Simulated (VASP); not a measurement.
# Cd (Fd-3m) in VASP: relaxation of cell and atoms with PBE

Aim: the relaxation of cell and atoms of Cd with PBE.

Everything below comes from runs of VASP 6.6.1. Logs are shortened: lines on timing, memory, paths and dates and some standing lists are left out, and cuts for length are marked.

### 1 The cell of the first run

The structure is cubic, space group Fd-3m (No. 227). The conventional cell has a = 6.080 Å, b = 6.080 Å, c = 6.080 Å, α = 90.00°, β = 90.00°, γ = 90.00°. Cd (site symmetry -43m) has 4 Cd at 2.63 Å within 3.5 Å.

This isn't the form of Cd at room conditions, which is hcp.

### 2 Relaxation of cell and atoms, PBE

The input, INCAR:

```
SYSTEM = Cd
PREC = Accurate
ENCUT = 630
EDIFF = 1E-7
ISMEAR = 0
SIGMA = 0.1
LREAL = .FALSE.
LASPH = .TRUE.
NELM = 120
ALGO = Normal
ISIF = 3
LWAVE = .FALSE.
LCHARG = .FALSE.
GGA = PE
IBRION = 2
NSW = 80
EDIFFG = -0.01
GGA_COMPAT = .FALSE.
NELMIN = 4
```

The input, KPOINTS:

```
regular mesh
0
G
  6 6 6
  0 0 0
```

The input, POSCAR:

```
Cd
1.0
    0.0000000000      3.0400000000      3.0400000000
    3.0400000000      0.0000000000      3.0400000000
    3.0400000000      3.0400000000      0.0000000000
Cd
2
Direct
    1.0000000000      1.0000000000      1.0000000000
    0.2500000000      0.2500000000      0.2500000000
```

Potentials or basis: VASP PAW PBE potentials, release 64 (Cd_sv_GW).

Run with:

```bash
> cat potpaw_PBE.64/Cd_sv_GW/POTCAR > POTCAR
> mpirun -np 1 vasp_std > vasp.out
```

OUTCAR:

```text
SYSTEM = Cd
   PREC = Accurate
   ENCUT = 630
   EDIFF = 1E-7
   ISMEAR = 0
   LREAL = .FALSE.
   LASPH = .TRUE.
   NELM = 120
   ISIF = 3
   GGA = PE
   IBRION = 2
   NSW = 80
   EDIFFG = -0.01
   NELMIN = 4

 ion  position               nearest neighbor table
   1  0.000  0.000  0.000-   2 2.63   2 2.63   2 2.63   2 2.63
   2  0.250  0.250  0.250-   1 2.63   1 2.63   1 2.63   1 2.63

  LATTYP: Found a face centered cubic cell.
 ALAT       =     6.0800000000

  Lattice vectors:

 A1 = (   0.0000000000,   3.0400000000,   3.0400000000)
 A2 = (   3.0400000000,   0.0000000000,   3.0400000000)
 A3 = (   3.0400000000,   3.0400000000,   0.0000000000)

Analysis of symmetry for initial positions (statically):
=====================================================================
 Subroutine PRICEL returns:
 Original cell was already a primitive cell.

 Routine SETGRP: Setting up the symmetry group for a
 face centered cubic supercell.

 Subroutine GETGRP returns: Found 48 space group operations
 (whereof 24 operations were pure point group operations)
 out of a pool of 48 trial point group operations.

The static configuration has the point symmetry T_d .
 The point group associated with its full space group is O_h .

Analysis of symmetry for dynamics (positions and initial velocities):
=====================================================================
 Subroutine PRICEL returns:
 Original cell was already a primitive cell.

 Routine SETGRP: Setting up the symmetry group for a
 face centered cubic supercell.

 Subroutine GETGRP returns: Found 48 space group operations
 (whereof 24 operations were pure point group operations)
 out of a pool of 48 trial point group operations.

The dynamic configuration has the point symmetry T_d .
 The point group associated with its full space group is O_h .

 Subroutine INISYM returns: Found 48 space group operations
 (whereof 24 operations are pure point group operations),
 and found     1 'primitive' translations

----------------------------------------------------------------------------------------

                                     Primitive cell

  volume of cell :      56.1889

  direct lattice vectors                    reciprocal lattice vectors
     0.000000000  3.040000000  3.040000000    -0.164473684  0.164473684  0.164473684
     3.040000000  0.000000000  3.040000000     0.164473684 -0.164473684  0.164473684
     3.040000000  3.040000000  0.000000000     0.164473684  0.164473684 -0.164473684

  length of vectors
     4.299209230  4.299209230  4.299209230     0.284876778  0.284876778  0.284876778

  position of ions in fractional coordinates (direct lattice)
     0.000000000  0.000000000  0.000000000
     0.250000000  0.250000000  0.250000000

  ion indices of the primitive-cell ions
   primitive index   ion index
                 1           1
                 2           2

----------------------------------------------------------------------------------------

 KPOINTS: regular mesh

Automatic generation of k-mesh.
 Grid dimensions read from file:
 generate k-points for:    6    6    6

 Generating k-lattice:

  Cartesian coordinates                     Fractional coordinates (reciprocal lattice)
    -0.027412281  0.027412281  0.027412281     0.166666667  0.000000000  0.000000000
     0.027412281 -0.027412281  0.027412281     0.000000000  0.166666667  0.000000000
     0.027412281  0.027412281 -0.027412281     0.000000000  0.000000000  0.166666667

  Length of vectors
     0.047479463  0.047479463  0.047479463

  Shift w.r.t. Gamma in fractional coordinates (k-lattice)
     0.000000000  0.000000000  0.000000000

 Subroutine IBZKPT returns following result:
 ===========================================

 Found     16 irreducible k-points:

 Following reciprocal coordinates:
            Coordinates               Weight
  0.000000  0.000000  0.000000      1.000000
  0.166667  0.000000  0.000000      8.000000
  0.333333  0.000000  0.000000      8.000000
  0.500000  0.000000  0.000000      4.000000
  0.166667  0.166667  0.000000      6.000000
  0.333333  0.166667  0.000000     24.000000
[... 8 lines left out ...]
 -0.333333  0.333333  0.166667     24.000000
 -0.333333  0.500000  0.166667     12.000000
   k-points           NKPTS =     16   k-points in BZ     NKDIM =     16   number of bands    NBANDS=     24
   number of dos      NEDOS =    301   number of ions     NIONS =      2
   total plane-waves  NPLWV =  46656
   dimension x,y,z NGX =    36 NGY =   36 NGZ =   36
   dimension x,y,z NGXF=    72 NGYF=   72 NGZF=   72
   ions per type =               2
   NGX,Y,Z   is equivalent  to a cutoff of  13.92, 13.92, 13.92 a.u.
   NGXF,Y,Z  is equivalent  to a cutoff of  27.84, 27.84, 27.84 a.u.
 SYSTEM =  Cd
   PREC   = accura    normal or accurate (medium, high low for compatibility)
   ISTART =      0    job   : 0-new  1-cont  2-samecut
   ICHARG =      2    charge: 1-file 2-atom 10-const
   ISPIN  =      1    spin polarized calculation?
   LNONCOLLINEAR =      F non collinear calculations
   LSORBIT =      F    spin-orbit coupling
   LASPH  =      T    aspherical Exc in radial PAW
   ENCUT  =  630.0 eV  46.30 Ry    6.80 a.u.   8.80  8.80  8.80*2*pi/ulx,y,z
   NELM   =    120;   NELMIN=  4; NELMDL= -5     # of ELM steps
   EDIFF  = 0.1E-06   stopping-criterion for ELM
   LREAL  =      F    real-space projection
   EDIFFG = -.1E-01   stopping-criterion for IOM
   NSW    =     80    number of steps for IOM
   IBRION =      2    ionic relax: 0-MD 1-quasi-New 2-CG
   NFREE  =      1    steps in history (QN), initial steepest desc. (CG)
   ISIF   =      3    stress and relaxation
   ISYM   =      2    0-nonsym 1-usesym 2-fastsym
   POTIM  = 0.5000    time-step for ionic-motion
   TEBEG  =    0.0;   TEEND  =   0.0 temperature during run
   PSTRESS=    0.0 pullay stress
   NELECT =      40.0000    total number of electrons
   NUPDOWN=      -1.0000    fix difference up-down
   EMIN   =  10.00;   EMAX   =-10.00  energy-range for DOS
   EFERMI =   0.00;   METHOD = LEGACY
   ISMEAR =     0;   SIGMA  =   0.10  broadening in eV -4-tet -1-fermi 0-gaus
   EFERMI_NEDOS =   21; number of points for ismear=-14 and -15
   IALGO  =     38    algorithm
   IMIX   =      4    mixing-type and parameters
     AMIX     =   0.40;   BMIX     =  1.00
     AMIX_MAG =   1.60;   BMIX_MAG =  1.00
  volume/ion in A,a.u.               =      28.09       189.59
  Fermi-wavevector in a.u.,A,eV,Ry     =   1.461766  2.762338 29.072390  2.136760
  Thomas-Fermi vector in A             =   2.578059
   LORBIT       =      0    0 simple, 1 ext, 2 COOP (PROOUT), +10 PAW based schemes
   GGA     = PE    functional components
   LHFCALC =     F    Hartree Fock is set to
   AEXX    =    0.0000 exact exchange contribution
   IVDW    =     0    specifies the selected vdW correction
   LEPSILON=     F    determine dielectric tensor
   LRPA    =     F    only Hartree local field effects (RPA)
 conjugate gradient relaxation of ions
 non-spin polarized calculation
 Gauss-broadening in eV      SIGMA  =   0.10
  energy-cutoff  :      630.00
  volume of cell :       56.19
 maximum number of plane-waves:      2044
   NGX = 17   NGY = 17   NGZ = 17

--------------------------------------- Ionic step        1  -------------------------------------------

 number of electron      40.0000019 magnetization

 Free energy of the ion-electron system (eV)
  ---------------------------------------------------
  ext. energy  EPLUGINS =         0.00000000
  ---------------------------------------------------
  free energy    TOTEN  =        -0.45750604 eV

  energy without entropy =       -0.44376900  energy(sigma->0) =       -0.45063752

------------------------ aborting loop because EDIFF is reached ----------------------------------------

  FORCE on cell =-STRESS in cart. coord.  units (eV):
  Direction    XX          YY          ZZ          XY          YZ          ZX
  --------------------------------------------------------------------------------------
  -------------------------------------------------------------------------------------
  Total        3.4655683      3.4655683      3.4655683      0.0000000     -0.0000000      0.0000000
  in kB       98.8175989     98.8175989     98.8175989      0.0000000     -0.0000000      0.0000000
  external PRESSURE =      98.8175989 kB  Pullay stress =       0.0000000 kB

 VOLUME and BASIS-vectors are now :
 -----------------------------------------------------------------------------
  energy-cutoff  :      630.00
  volume of cell :       56.19
      direct lattice vectors                 reciprocal lattice vectors
     0.000000000  3.040000000  3.040000000    -0.164473684  0.164473684  0.164473684
     3.040000000  0.000000000  3.040000000     0.164473684 -0.164473684  0.164473684
     3.040000000  3.040000000  0.000000000     0.164473684  0.164473684 -0.164473684
[... 37 lines left out ...]
 POSITION                                       TOTAL-FORCE (eV/Angst)
 -----------------------------------------------------------------------------------
      0.00000      0.00000      0.00000         0.000000      0.000000      0.000000
      1.64706      1.64706      1.64706        -0.000000     -0.000000     -0.000000
 -----------------------------------------------------------------------------------
    total drift:                                0.000000      0.000000      0.000000

  FREE ENERGIE OF THE ION-ELECTRON SYSTEM (eV)
  ---------------------------------------------------
  free  energy   TOTEN  =        -0.8313941475 eV

  energy  without entropy=       -0.8238330678  energy(sigma->0) =       -0.82761361

--------------------------------------- Ionic step        3  -------------------------------------------

 number of electron      39.9999982 magnetization

 Free energy of the ion-electron system (eV)
  ---------------------------------------------------
  ext. energy  EPLUGINS =         0.00000000
  ---------------------------------------------------
  free energy    TOTEN  =        -0.83168659 eV

  energy without entropy =       -0.82383137  energy(sigma->0) =       -0.82775898

 E-fermi :   2.4824     XC(G=0):  -8.4826

 val. band max:        2.4438377334   @ k =  -0.3333   0.3333   0.1667
 cond. band min:       2.7092472518   @ k =  -0.3333   0.5000   0.1667
 fundamental gap:      0.2654095185
 Fermi energy:         2.4824174467

 k-point     1 :       0.0000    0.0000    0.0000
  band No.  band energies     occupation
      1    -100.4234      2.00000
      2    -100.4150      2.00000
      3     -61.4836      2.00000
      4     -61.4836      2.00000
      5     -61.4836      2.00000
      6     -61.4488      2.00000
[... 16 lines left out ...]
     23       7.6551      0.00000
     24       8.1056      0.00000
[... 425 lines left out ...]
 POSITION                                       TOTAL-FORCE (eV/Angst)
 -----------------------------------------------------------------------------------
      0.00000      0.00000      0.00000         0.000000      0.000000      0.000000
      1.64280      1.64280      1.64280        -0.000000     -0.000000     -0.000000
 -----------------------------------------------------------------------------------
    total drift:                                0.000000      0.000000      0.000000

  FREE ENERGIE OF THE ION-ELECTRON SYSTEM (eV)
  ---------------------------------------------------
  free  energy   TOTEN  =        -0.8316865913 eV

  energy  without entropy=       -0.8238313677  energy(sigma->0) =       -0.82775898

 reached required accuracy - stopping structural energy minimisation
```

It took 1.9 min on 1 thread of Intel Xeon Platinum 8488C (Sapphire Rapids), shared host; peak memory 0.23 GiB.

Results:

| Quantity | Value |
| --- | --- |
| Free energy | -0.8317 eV |
| Relaxed volume | 35.47 Å³/atom |
| Relaxed cell | a = 4.647 Å, b = 4.647 Å, c = 4.647 Å, α = 60.00°, β = 60.00°, γ = 60.00° |
| Space group after relaxing (to 0.1 Å) | Fd-3m (No. 227) |
| Energy gained by relaxing | 187.1 meV/atom |
| Ionic steps | 3 |
| Pressure after relaxing | 0.0 GPa |
| Band gap on the k mesh | zero (bands 20 and 21 overlap by 4.92 eV) |

Step by step:
| step | energy change (eV) | largest force (eV/Å) | pressure (GPa) | volume (Å³) |
| --- | --- | --- | --- | --- |
| 1 | 0.0000 | 0.0000 | 9.88 | 56.19 |
| 2 | -0.3739 | 0.0000 | -0.18 | 71.49 |
| 3 | -0.3742 | 0.0000 | 0.01 | 70.94 |

Final structure:
```cif
data_structure
_symmetry_space_group_name_H-M 'P 1'
_symmetry_Int_Tables_number 1
_cell_length_a 4.6465
_cell_length_b 4.6465
_cell_length_c 4.6465
_cell_angle_alpha 60.000
_cell_angle_beta 60.000
_cell_angle_gamma 60.000
_cell_volume 70.94
loop_
_atom_site_label
_atom_site_type_symbol
_atom_site_fract_x
_atom_site_fract_y
_atom_site_fract_z
_atom_site_occupancy
Cd1 Cd 0.00000 0.00000 0.00000 1
Cd2 Cd 0.25000 0.25000 0.25000 1
```

Levels at points of the mesh, in eV from the Fermi level:
```
           k point  band 16  band 17  band 18  band 19  band 20  band 21  band 22  band 23  band 24
(0.00, 0.00, 0.00)    -8.45    -8.28    -8.28    -6.52     4.45     4.45     4.45     5.17     5.62
(0.50, 0.00, 0.00)    -8.47    -8.25    -8.25    -4.32    -2.56     2.80     2.80     4.45     6.39
(0.50, 0.50, 0.00)    -8.54    -8.20    -8.20    -2.93    -2.93     0.95     0.95     3.77     3.77
```

Caveat: the volume moved by over 15 % at a fixed basis, so the end points are rough.

The gap in the log of VASP goes by the Fermi energy; the results here count the filled bands.